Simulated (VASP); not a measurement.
# SnO2 (Pnnm) in VASP: a series of runs

The runs below take SnO2 through single point, with LDA.

Program: VASP 6.6.1. These are calculated values, not measurements. Logs are shortened: lines on timing, memory, paths and dates and some standing lists are left out, and cuts for length are marked.

## (1) The cell of the first run

The typed cell holds 6 atoms: a = 4.863 Å, b = 4.863 Å, c = 3.285 Å, α = 90.00°, β = 90.00°, γ = 90.00°.

## (2) Single point, LDA (atoms shifted along a free coordinate)

File INCAR:

```
SYSTEM = SnO2
PREC = Accurate ; ENCUT = 520
EDIFF = 1E-6 ; ISMEAR = 0
SIGMA = 0.05 ; LREAL = .FALSE.
LASPH = .TRUE. ; NELM = 80
ALGO = Normal ; ISIF = 2
LWAVE = .FALSE. ; LCHARG = .FALSE.
GGA = CA ; NBANDS = 35
```

File KPOINTS:

```
regular mesh
0
G
  6 6 8
  0 0 0
```

File POSCAR:

```
SnO2
1.0
    4.8626975673      0.0000000000      0.0000000000
    0.0000000000      4.8632134832      0.0000000000
    0.0000000000      0.0000000000      3.2851359508
Sn O
2 4
Direct
    0.5000000000      0.5000000000      0.5000000000
    0.0000000000      0.0000000000      0.0000000000
    0.3059920358      0.3061675029      0.0000000000
    0.8059920358      0.1938324971      0.5000000000
    0.1940079642      0.8061675029      0.5000000000
    0.6940079642      0.6938324971      0.0000000000
```

Potentials or basis: VASP PAW LDA potentials, release 64 (Sn_d, O).

On the command line:

```console
$ cat potpaw_LDA.64/Sn_d/POTCAR potpaw_LDA.64/O/POTCAR > POTCAR
$ mpirun -np 1 vasp_std > vasp.out
```

OUTCAR:

```text
SYSTEM = SnO2
   PREC = Accurate
   ENCUT = 520
   EDIFF = 1E-6
   ISMEAR = 0
   LREAL = .FALSE.
   LASPH = .TRUE.
   NELM = 80
   ISIF = 2
   GGA = CA

 ion  position               nearest neighbor table
   1  0.500  0.500  0.500-   4 2.10   5 2.10   3 2.12   6 2.12   3 2.12   6 2.12
   2  0.000  0.000  0.000-   3 2.10   6 2.10   5 2.12   4 2.12   4 2.12   5 2.12
   3  0.306  0.306  0.000-   2 2.10   1 2.12   1 2.12
   4  0.806  0.194  0.500-   1 2.10   2 2.12   2 2.12
   5  0.194  0.806  0.500-   1 2.10   2 2.12   2 2.12
   6  0.694  0.694  0.000-   2 2.10   1 2.12   1 2.12

  LATTYP: Found a simple orthorhombic cell.
 ALAT       =     3.2851359508
 B/A-ratio  =     1.4802119730
 C/A-ratio  =     1.4803690185

  Lattice vectors:

 A1 = (   0.0000000000,   0.0000000000,   3.2851359508)
 A2 = (   4.8626975673,   0.0000000000,   0.0000000000)
 A3 = (   0.0000000000,   4.8632134832,   0.0000000000)

Analysis of symmetry for initial positions (statically):
=====================================================================
 Subroutine PRICEL returns:
 Original cell was already a primitive cell.

 Routine SETGRP: Setting up the symmetry group for a
 simple orthorhombic supercell.

 Subroutine GETGRP returns: Found  8 space group operations
 (whereof  4 operations were pure point group operations)
 out of a pool of  8 trial point group operations.

The static configuration has the point symmetry C_2h.
 The point group associated with its full space group is D_2h.

Analysis of symmetry for dynamics (positions and initial velocities):
=====================================================================
 Subroutine PRICEL returns:
 Original cell was already a primitive cell.

 Routine SETGRP: Setting up the symmetry group for a
 simple orthorhombic supercell.

 Subroutine GETGRP returns: Found  8 space group operations
 (whereof  4 operations were pure point group operations)
 out of a pool of  8 trial point group operations.

The dynamic configuration has the point symmetry C_2h.
 The point group associated with its full space group is D_2h.

 Subroutine INISYM returns: Found  8 space group operations
 (whereof  4 operations are pure point group operations),
 and found     1 'primitive' translations

----------------------------------------------------------------------------------------

                                     Primitive cell

[... 99 lines left out ...]
   LREAL  =      F    real-space projection
   EDIFFG = 0.1E-04   stopping-criterion for IOM
   NSW    =      0    number of steps for IOM
   IBRION =     -1    ionic relax: 0-MD 1-quasi-New 2-CG
   NFREE  =      0    steps in history (QN), initial steepest desc. (CG)
   ISIF   =      2    stress and relaxation
   ISYM   =      2    0-nonsym 1-usesym 2-fastsym
   POTIM  = 0.5000    time-step for ionic-motion
   TEBEG  =    0.0;   TEEND  =   0.0 temperature during run
   PSTRESS=    0.0 pullay stress
   NELECT =      52.0000    total number of electrons
   NUPDOWN=      -1.0000    fix difference up-down
   EMIN   =  10.00;   EMAX   =-10.00  energy-range for DOS
   EFERMI =   0.00;   METHOD = LEGACY
   ISMEAR =     0;   SIGMA  =   0.05  broadening in eV -4-tet -1-fermi 0-gaus
   EFERMI_NEDOS =   21; number of points for ismear=-14 and -15
   IALGO  =     38    algorithm
   IMIX   =      4    mixing-type and parameters
     AMIX     =   0.40;   BMIX     =  1.00
     AMIX_MAG =   1.60;   BMIX_MAG =  1.00
  volume/ion in A,a.u.               =      12.95        87.38
  Fermi-wavevector in a.u.,A,eV,Ry     =   1.432049  2.706181 27.902354  2.050765
  Thomas-Fermi vector in A             =   2.551719
   LORBIT       =      0    0 simple, 1 ext, 2 COOP (PROOUT), +10 PAW based schemes
   GGA     = CA    functional components
   LHFCALC =     F    Hartree Fock is set to
   AEXX    =    0.0000 exact exchange contribution
   IVDW    =     0    specifies the selected vdW correction
   LEPSILON=     F    determine dielectric tensor
   LRPA    =     F    only Hartree local field effects (RPA)
 non-spin polarized calculation
 Gauss-broadening in eV      SIGMA  =   0.05
  energy-cutoff  :      520.00
  volume of cell :       77.69
 maximum number of plane-waves:      2116
   NGX = 19   NGY = 19   NGZ = 13

 number of electron      51.9999972 magnetization

 Free energy of the ion-electron system (eV)
  ---------------------------------------------------
  ext. energy  EPLUGINS =         0.00000000
  ---------------------------------------------------
  free energy    TOTEN  =       -41.98388198 eV

  energy without entropy =      -41.98388028  energy(sigma->0) =      -41.98388113

 E-fermi :   5.0332     XC(G=0): -11.3761

 val. band max:        4.9242891015   @ k =   0.0000   0.0000   0.0000
 cond. band min:       5.1421014323   @ k =   0.0000   0.0000   0.0000
 fundamental gap:      0.2178123309
 Fermi energy:         5.0331952208

 k-point     1 :       0.0000    0.0000    0.0000
  band No.  band energies     occupation
      1     -15.9750      2.00000
      2     -15.3888      2.00000
      3     -15.2317      2.00000
      4     -15.2089      2.00000
      5     -15.2089      2.00000
      6     -15.1473      2.00000
[... 901 lines left out ...]
     34      16.2201      0.00000
     35      16.6548      0.00000

 [... further k-points ...]

------------------------ aborting loop because EDIFF is reached ----------------------------------------

  FORCE on cell =-STRESS in cart. coord.  units (eV):
  Direction    XX          YY          ZZ          XY          YZ          ZX
  --------------------------------------------------------------------------------------
  -------------------------------------------------------------------------------------
  Total       -6.4519865     -6.4527579     -8.3772843      0.0000000      0.0000000      0.0000000
  in kB     -133.0607882   -133.0766967   -172.7666433      0.0000000      0.0000000      0.0000000
  external PRESSURE =    -146.3013761 kB  Pullay stress =       0.0000000 kB

 VOLUME and BASIS-vectors are now :
 -----------------------------------------------------------------------------
  energy-cutoff  :      520.00
  volume of cell :       77.69
      direct lattice vectors                 reciprocal lattice vectors
     4.862697567  0.000000000  0.000000000     0.205647171  0.000000000  0.000000000
     0.000000000  4.863213483  0.000000000     0.000000000  0.205625355  0.000000000
     0.000000000  0.000000000  3.285135951     0.000000000  0.000000000  0.304401405

 POSITION                                       TOTAL-FORCE (eV/Angst)
 -----------------------------------------------------------------------------------
      2.43135      2.43161      1.64257         0.000000     -0.000000      0.000000
      0.00000      0.00000      0.00000         0.000000     -0.000000      0.000000
      1.48795      1.48896      0.00000         0.172925      0.171916      0.000000
      3.91930      0.94265      1.64257         0.172925     -0.171916      0.000000
      0.94340      3.92056      1.64257        -0.172925      0.171916      0.000000
      3.37475      3.37426      0.00000        -0.172925     -0.171916      0.000000
 -----------------------------------------------------------------------------------
    total drift:                                0.000000     -0.000000      0.000000

  FREE ENERGIE OF THE ION-ELECTRON SYSTEM (eV)
  ---------------------------------------------------
  free  energy   TOTEN  =       -41.9838819807 eV

  energy  without entropy=      -41.9838802760  energy(sigma->0) =      -41.98388113
```

stdout:

```text
POSCAR found type information on POSCAR SnO
 POSCAR found :  2 types and       6 ions
 scaLAPACK will be used
 LDA part: xc-table for (Slater(with rela. corr.)+CA(PZ))
 , standard interpolation
 POSCAR, INCAR and KPOINTS ok, starting setup
 FFT: planning ... GRIDC
 FFT: planning ... GRID_SOFT
 FFT: planning ... GRID
 WAVECAR not read
 entering main loop
```

It took 3.4 min on 1 thread of Intel Xeon 8259CL, shared host; peak memory 0.27 GiB.

What came out:

```
Free energy            : -41.9839 eV
Pressure               : -14.6 GPa
Largest force          : 0.244 eV/Å
Band gap on the k mesh : 0.22 eV
```

Forces in eV/Å, atoms in the order of the input:
```
Sn   0.000  0.000  0.000
Sn   0.000  0.000  0.000
O    0.173  0.172  0.000
O    0.173 -0.172  0.000
O   -0.173  0.172  0.000
O   -0.173 -0.172  0.000
```

Caveat: the cell differs from its parent crystal (atoms shifted along a free coordinate); the cell stands under tension; spin-orbit coupling is left out, which moves the levels of the heavy elements.

## (3) Single point, LDA (atoms shifted along a free coordinate)

File INCAR:

```
SYSTEM = SnO2
  ALGO = Normal
  EDIFF = 1E-6
  ENCUT = 520
  ISIF = 2
  ISMEAR = 0
  LASPH = .TRUE.
  LCHARG = .TRUE.
  LELF = .TRUE.
  LREAL = .FALSE.
  LVHAR = .TRUE.
  LWAVE = .FALSE.
  NBANDS = 35
  NELM = 100
  PREC = Accurate
  SIGMA = 0.05
```

File KPOINTS:

```
k-points
0
G
  6 6 8
  0 0 0
```

File POSCAR:

```
SnO2
1.0
    4.8626975673      0.0000000000      0.0000000000
    0.0000000000      4.8632134832      0.0000000000
    0.0000000000      0.0000000000      3.2851359508
Sn O
2 4
Direct
    0.5000000000      0.5000000000      0.5000000000
    0.0000000000      0.0000000000      0.0000000000
    0.3059920358      0.2715746941      0.0000000000
    0.8059920358      0.2284253059      0.5000000000
    0.1940079642      0.7715746941      0.5000000000
    0.6940079642      0.7284253059      0.0000000000
```

Potentials or basis: VASP PAW LDA potentials, release 64 (Sn_d, O).

On the command line:

```console
$ cat potpaw_LDA.64/Sn_d/POTCAR potpaw_LDA.64/O/POTCAR > POTCAR
$ mpirun -np 1 vasp_std > vasp.out
```

OUTCAR:

```text
SYSTEM = SnO2
   EDIFF = 1E-6
   ENCUT = 520
   ISIF = 2
   ISMEAR = 0
   LASPH = .TRUE.
   LREAL = .FALSE.
   NELM = 100
   PREC = Accurate

 ion  position               nearest neighbor table
   1  0.500  0.500  0.500-   4 1.99   5 1.99   3 2.20   6 2.20   3 2.20   6 2.20
   2  0.000  0.000  0.000-   3 1.99   6 1.99   5 2.20   4 2.20   4 2.20   5 2.20
   3  0.306  0.272  0.000-   2 1.99   1 2.20   1 2.20
   4  0.806  0.228  0.500-   1 1.99   2 2.20   2 2.20
   5  0.194  0.772  0.500-   1 1.99   2 2.20   2 2.20
   6  0.694  0.728  0.000-   2 1.99   1 2.20   1 2.20

  LATTYP: Found a simple orthorhombic cell.
 ALAT       =     3.2851359508
 B/A-ratio  =     1.4802119730
 C/A-ratio  =     1.4803690185
[... 1118 lines left out ...]
  Total       -5.0586308     -7.3949559     -8.2067857      0.0000000      0.0000000      0.0000000
  in kB     -104.3252949   -152.5078618   -169.2504129      0.0000000      0.0000000      0.0000000
  external PRESSURE =    -142.0278565 kB  Pullay stress =       0.0000000 kB

 VOLUME and BASIS-vectors are now :
 -----------------------------------------------------------------------------
  energy-cutoff  :      520.00
  volume of cell :       77.69
      direct lattice vectors                 reciprocal lattice vectors
     4.862697567  0.000000000  0.000000000     0.205647171  0.000000000  0.000000000
     0.000000000  4.863213483  0.000000000     0.000000000  0.205625355  0.000000000
     0.000000000  0.000000000  3.285135951     0.000000000  0.000000000  0.304401405

 POSITION                                       TOTAL-FORCE (eV/Angst)
 -----------------------------------------------------------------------------------
      2.43135      2.43161      1.64257         0.000000      0.000000      0.000000
      0.00000      0.00000      0.00000         0.000000      0.000000      0.000000
      1.48795      1.32073      0.00000         1.342684      1.569490      0.000000
      3.91930      1.11088      1.64257         1.342684     -1.569490      0.000000
      0.94340      3.75233      1.64257        -1.342684      1.569490     -0.000000
      3.37475      3.54249      0.00000        -1.342684     -1.569490     -0.000000
 -----------------------------------------------------------------------------------
    total drift:                               -0.000000      0.000000      0.000000

  FREE ENERGIE OF THE ION-ELECTRON SYSTEM (eV)
  ---------------------------------------------------
  free  energy   TOTEN  =       -41.3817919007 eV

  energy  without entropy=      -41.3817919006  energy(sigma->0) =      -41.38179190
```

stdout:

```text
POSCAR found type information on POSCAR SnO
 POSCAR found :  2 types and       6 ions
 scaLAPACK will be used
 LDA part: xc-table for (Slater(with rela. corr.)+CA(PZ))
 , standard interpolation
 POSCAR, INCAR and KPOINTS ok, starting setup
 FFT: planning ... GRIDC
 FFT: planning ... GRID_SOFT
 FFT: planning ... GRID
 WAVECAR not read
 entering main loop
```

Wall time 3.6 min (1 thread of Intel Xeon 8259CL, shared host); peak memory 0.27 GiB.

Results:

| Property | Result |
| --- | --- |
| Free energy | -41.3818 eV |
| Pressure | -14.2 GPa |
| Largest force | 2.065 eV/Å |
| Band gap on the k mesh | 0.38 eV (least direct gap 0.62 eV) |

Forces on the atoms (eV/Å):
```
Sn   0.000  0.000  0.000
Sn   0.000  0.000  0.000
O    1.343  1.569  0.000
O    1.343 -1.569  0.000
O   -1.343  1.569  0.000
O   -1.343 -1.569  0.000
```

Caveat: the cell differs from its parent crystal (atoms shifted along a free coordinate); the cell stands under tension; spin-orbit coupling is left out, which moves the levels of the heavy elements; forces of over 1 eV/Å act on the atoms, so gaps and moduli don't describe the material at rest.

## (4) Single point, LDA (atoms shifted along a free coordinate)

File INCAR:

```
SYSTEM = SnO2
PREC = Accurate
ENCUT = 520
EDIFF = 1E-7
ISMEAR = 0
SIGMA = 0.05
LREAL = .False.
LASPH = .True.
NELM = 60
ALGO = Normal
ISIF = 2
LWAVE = .False.
LCHARG = .False.
GGA = CA
NBANDS = 35
```

File KPOINTS:

```
Automatic mesh
0
Gamma
  6 6 8
  0 0 0
```

File POSCAR:

```
SnO2
1.0
    4.8626975673      0.0000000000      0.0000000000
    0.0000000000      4.8632134832      0.0000000000
    0.0000000000      0.0000000000      3.2851359508
Sn O
2 4
Direct
    0.5000000000      0.5000000000      0.5000000000
    0.0000000000      0.0000000000      0.0000000000
    0.3059920358      0.3407603117      0.0000000000
    0.8059920358      0.1592396883      0.5000000000
    0.1940079642      0.8407603117      0.5000000000
    0.6940079642      0.6592396883      0.0000000000
```

On the command line:

```console
$ cat potpaw_LDA.64/Sn_d/POTCAR potpaw_LDA.64/O/POTCAR > POTCAR
$ mpirun -np 1 vasp_std > vasp.out
```

Wall time 3.2 min (1 thread of Intel Xeon 8259CL, shared host); peak memory 0.28 GiB.

It converged, with:

* Free energy: -41.5616 eV
* Pressure: -9.4 GPa
* Largest force: 1.987 eV/Å
* Band gap on the k mesh: 0.65 eV

Forces in eV/Å, atoms in the order of the input:
```
Sn   0.000  0.000  0.000
Sn   0.000  0.000  0.000
O   -1.367 -1.442  0.000
O   -1.367  1.442  0.000
O    1.367 -1.442  0.000
O    1.367  1.442  0.000
```

Stress tensor (GPa, compression positive):
```
 -6.62   0.00   0.00
  0.00  -9.74   0.00
  0.00   0.00 -11.92
```

Levels at points of the mesh, in eV from the valence-band top:
| k point | band 24 | band 25 | band 26 | band 27 | band 28 | band 29 |
| --- | --- | --- | --- | --- | --- | --- |
| (0.00, 0.00, 0.00) | -0.54 | -0.54 | 0.00 | 0.65 | 4.66 | 5.87 |
| (0.50, 0.00, 0.00) | -1.11 | -0.45 | -0.45 | 3.43 | 3.43 | 5.99 |
| (0.00, 0.50, 0.00) | -1.11 | -0.66 | -0.66 | 3.62 | 3.62 | 6.50 |
| (0.50, 0.50, 0.00) | -1.20 | -0.67 | -0.67 | 3.55 | 3.55 | 6.61 |
| (0.00, 0.00, 0.50) | -1.32 | -1.07 | -1.07 | 5.64 | 5.64 | 8.89 |
| (0.50, 0.00, 0.50) | -0.82 | -0.54 | -0.54 | 5.94 | 5.94 | 7.22 |
| (0.00, 0.50, 0.50) | -0.94 | -0.49 | -0.49 | 5.86 | 5.86 | 6.94 |
| (0.50, 0.50, 0.50) | -1.02 | -0.61 | -0.61 | 4.91 | 4.91 | 7.67 |

Caveat: the cell differs from its parent crystal (atoms shifted along a free coordinate); the cell stands under tension; spin-orbit coupling is left out, which moves the levels of the heavy elements; forces of over 1 eV/Å act on the atoms, so gaps and moduli don't describe the material at rest.

## (5) The runs side by side

| cell | gap on the mesh (eV) | pressure (GPa) | largest force (eV/Å) |
| --- | --- | --- | --- |
| as given, atomic positions A | 0.22 | -14.6 | 0.24 |
| as given, atomic positions B | 0.38 | -14.2 | 2.07 |
| as given, atomic positions C | 0.65 | -9.4 | 1.99 |

Alike in all rows: task single point; level LDA; potentials or basis VASP PAW LDA potentials, release 64 (Sn_d, O); no spin polarisation; k mesh 6 × 6 × 8; cutoff (eV) 520; smearing gaussian 0.05 eV.

Caveats: the cell stands under tension; spin-orbit coupling is left out, which moves the levels of the heavy elements; forces of over 1 eV/Å act on the atoms, so gaps and moduli don't describe the material at rest (at least some runs).

Total energies depend on the potentials used, so only differences within one code and one set of settings carry meaning.
